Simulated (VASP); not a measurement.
# Rh (Cmcm) in VASP: notebook, part 2 of 2

VASP 6.6.1. The steps go on from the part before.

## 4. Single point, PBEsol (strain +0.1000 x Voigt [1, 0, 0, 0, 0, 0])

INCAR

```
ALGO = Fast ; EDIFF = 1E-7
ENCUT = 520 ; GGA = PS
ISIF = 2 ; ISMEAR = 0
LASPH = T ; LCHARG = T
LELF = T ; LREAL = F
LVHAR = T ; LWAVE = F
NBANDS = 22 ; NELM = 100
PREC = Accurate ; SIGMA = 0.15
```

KPOINTS

```
k-points
0
Gamma
  18 18 12
```

POSCAR

```
Rh
1.0
    3.0040769465      0.0000000000      0.0000000000
   -1.5020384732      2.3650972278      0.0000000000
    0.0000000000      0.0000000000      4.4284890000
Rh
2
Direct
    0.6666666667      0.3333333333      0.7500000000
    0.3333333333      0.6666666667      0.2500000000
```

Potentials or basis: VASP PAW PBE potentials, release 64 (Rh_pv).

On the command line:

```
> cat potpaw_PBE.64/Rh_pv/POTCAR > POTCAR
> mpirun -np 1 vasp_std > vasp.out
```

OUTCAR:

```text
EDIFF = 1E-7
   ENCUT = 520
   GGA = PS
   ISIF = 2
   ISMEAR = 0
   LASPH = T
   LREAL = F
   NELM = 100
   PREC = Accurate

 ion  position               nearest neighbor table
   1  0.667  0.333  0.750-   2 2.72   2 2.72   2 2.79   2 2.79   2 2.79   2 2.79
   2  0.333  0.667  0.250-   1 2.72   1 2.72   1 2.79   1 2.79   1 2.79   1 2.79

  Warning from LATTYP: Monoclinic adjustment (A1->A3, A2->A1, A3->A2)!
  LATTYP: Found a base centered orthorhombic cell.
 ALAT       =     3.0040769465
 B/A-ratio  =     1.5745916432
 C/A-ratio  =     1.4741596433

  Lattice vectors:

 A1 = (   1.5020384732,  -2.3650972278,   0.0000000000)
 A2 = (   1.5020384733,   2.3650972278,   0.0000000000)
 A3 = (   0.0000000000,   0.0000000000,   4.4284890000)

Analysis of symmetry for initial positions (statically):
=====================================================================
 Subroutine PRICEL returns:
 Original cell was already a primitive cell.

 Routine SETGRP: Setting up the symmetry group for a
 base centered orthorhombic supercell.

[... 165 lines left out ...]
  free energy    TOTEN  =       -15.68017496 eV

  energy without entropy =      -15.63061305  energy(sigma->0) =      -15.65539400

 E-fermi :   9.5231     XC(G=0): -13.3582

 val. band max:        9.5229099604   @ k =  -0.3333   0.1111   0.5000
 cond. band min:       9.5237268458   @ k =   0.0000   0.0000   0.0000
 fundamental gap:      0.0008168854
 Fermi energy:         9.5230762119

 k-point     1 :       0.0000    0.0000    0.0000
  band No.  band energies     occupation
      1     -37.1926      2.00000
      2     -36.7199      2.00000
      3     -36.6925      2.00000
      4     -36.6665      2.00000
      5     -36.6282      2.00000
      6     -36.6083      2.00000
[... 589 lines left out ...]
     21      24.0525      0.00000
     22      26.4581      0.00000

 [... further k-points ...]

------------------------ aborting loop because EDIFF is reached ----------------------------------------

  FORCE on cell =-STRESS in cart. coord.  units (eV):
  Direction    XX          YY          ZZ          XY          YZ          ZX
  --------------------------------------------------------------------------------------
  -------------------------------------------------------------------------------------
  Total       -6.6974459     -4.5993691     -5.2209425     -0.0000000      0.0000000      0.0000000
  in kB     -341.0391009   -234.2034167   -265.8544126     -0.0000000      0.0000000      0.0000000
  external PRESSURE =    -280.3656434 kB  Pullay stress =       0.0000000 kB

 VOLUME and BASIS-vectors are now :
 -----------------------------------------------------------------------------
  energy-cutoff  :      520.00
  volume of cell :       31.46
      direct lattice vectors                 reciprocal lattice vectors
     3.004076947  0.000000000  0.000000000     0.332880954  0.211407799  0.000000000
    -1.502038473  2.365097228  0.000000000     0.000000000  0.422815599  0.000000000
     0.000000000  0.000000000  4.428489000     0.000000000  0.000000000  0.225810655

 POSITION                                       TOTAL-FORCE (eV/Angst)
 -----------------------------------------------------------------------------------
      1.50204      0.78837      3.32137         0.000000      0.140411     -0.000000
     -0.00000      1.57673      1.10712        -0.000000     -0.140411      0.000000
 -----------------------------------------------------------------------------------
    total drift:                               -0.000000      0.000000     -0.000000

  FREE ENERGIE OF THE ION-ELECTRON SYSTEM (eV)
  ---------------------------------------------------
  free  energy   TOTEN  =       -15.6801749590 eV

  energy  without entropy=      -15.6306130490  energy(sigma->0) =      -15.65539400
```

OSZICAR:

```text
N       E                     dE             d eps       ncg     rms          rms(c)
DAV:   1     0.323364456991E+03    0.32336E+03   -0.19036E+04 28092   0.155E+03
DAV:   2    -0.993600287773E+01   -0.33330E+03   -0.32168E+03 29282   0.465E+02
DAV:   3    -0.168696545543E+02   -0.69337E+01   -0.68839E+01 32486   0.756E+01
DAV:   4    -0.169159815283E+02   -0.46327E-01   -0.46322E-01 31636   0.623E+00
DAV:   5    -0.169166984764E+02   -0.71695E-03   -0.71694E-03 32894   0.808E-01    0.116E+01
RMM:   6    -0.157024698749E+02    0.12142E+01   -0.31861E+00 28561   0.147E+01    0.319E+00
RMM:   7    -0.156871628298E+02    0.15307E-01   -0.84510E-02 29621   0.220E+00    0.167E+00
RMM:   8    -0.156805965320E+02    0.65663E-02   -0.12337E-02 30611   0.113E+00    0.211E-01
RMM:   9    -0.156801543295E+02    0.44220E-03   -0.22967E-03 32133   0.416E-01    0.524E-02
RMM:  10    -0.156801710243E+02   -0.16695E-04   -0.19159E-04 33552   0.148E-01    0.102E-02
RMM:  11    -0.156801745707E+02   -0.35464E-05   -0.44371E-05 34599   0.653E-02    0.537E-03
RMM:  12    -0.156801749921E+02   -0.42132E-06   -0.84418E-06 39595   0.263E-02    0.302E-03
RMM:  13    -0.156801746006E+02    0.39147E-06   -0.19982E-06 33672   0.150E-02    0.201E-03
RMM:  14    -0.156801749501E+02   -0.34950E-06   -0.63349E-07 28673   0.859E-03    0.451E-04
RMM:  15    -0.156801749590E+02   -0.88985E-08   -0.19365E-07 18863   0.434E-03
   1 F= -.15680175E+02 E0= -.15655394E+02  d E =-.495619E-01
```

stdout:

```text
POSCAR found type information on POSCAR Rh
 POSCAR found :  1 types and       2 ions
 scaLAPACK will be used
 -----------------------------------------------------------------------------
|                                                                             |
|                                                                             |
|     You enforced a specific xc type in the INCAR file but a different       |
|     I HOPE YOU KNOW WHAT YOU ARE DOING!                                     |
|                                                                             |
 -----------------------------------------------------------------------------

 LDA part: xc-table for (Slater+PW92), standard interpolation
 POSCAR, INCAR and KPOINTS ok, starting setup
 FFT: planning ... GRIDC
 FFT: planning ... GRID_SOFT
 FFT: planning ... GRID
 WAVECAR not read
 entering main loop
WARNING in EDDRMM: call to ZHEGV failed, returncode =   8  4     22
```

It took 5.1 min on 1 thread of Intel Xeon Platinum 8259CL at 2.50GHz (Skylake/Cascade Lake), shared host; peak memory 0.43 GiB.

What came out:

```
Free energy            : -15.6802 eV
Pressure               : -28.0 GPa
Largest force          : 0.140 eV/Å
Band gap on the k mesh : zero (bands 15 and 16 overlap by 1.90 eV)
```

Forces in eV/Å, atoms in the order of the input:
```
Rh   0.000  0.140  0.000
Rh   0.000 -0.140  0.000
```

Caveat: the cell differs from its parent crystal (strain +0.1000 x Voigt [1, 0, 0, 0, 0, 0]); the cell stands under tension; the PAW data sets were made with another functional, which shifts forces and pressure a little.

## 5. The runs side by side

```csv
cell,further INCAR settings,gap on the mesh (eV),pressure (GPa),largest force (eV/Å)
"a = 2.936, b = 2.784, c = 4.428 Å, angles 90.0, 90.0, 121.8°, 2 atoms",ALGO = Fast; EDIFF = 1e-06; NBANDS = 22,none,-25.7,0.11
"a = 2.970, b = 2.793, c = 4.428 Å, angles 90.0, 90.0, 122.1°, 2 atoms",ALGO = Fast; EDIFF = 1e-06; NBANDS = 22,none,-27.0,0.12
"a = 3.004, b = 2.802, c = 4.428 Å, angles 90.0, 90.0, 122.4°, 2 atoms",ALGO = Fast; EDIFF = 1e-07; NBANDS = 22,none,-28.0,0.14
```

Alike in all rows: task single point; level PBEsol; potentials or basis VASP PAW PBE potentials, release 64 (Rh_pv); no spin polarisation; k mesh 18 × 18 × 12; cutoff (eV) 520; smearing gaussian 0.15 eV.

Caveats: the cell stands under tension; the PAW data sets were made with another functional, which shifts forces and pressure a little.

Total energies depend on the potentials used, so only differences within one code and one set of settings carry meaning.
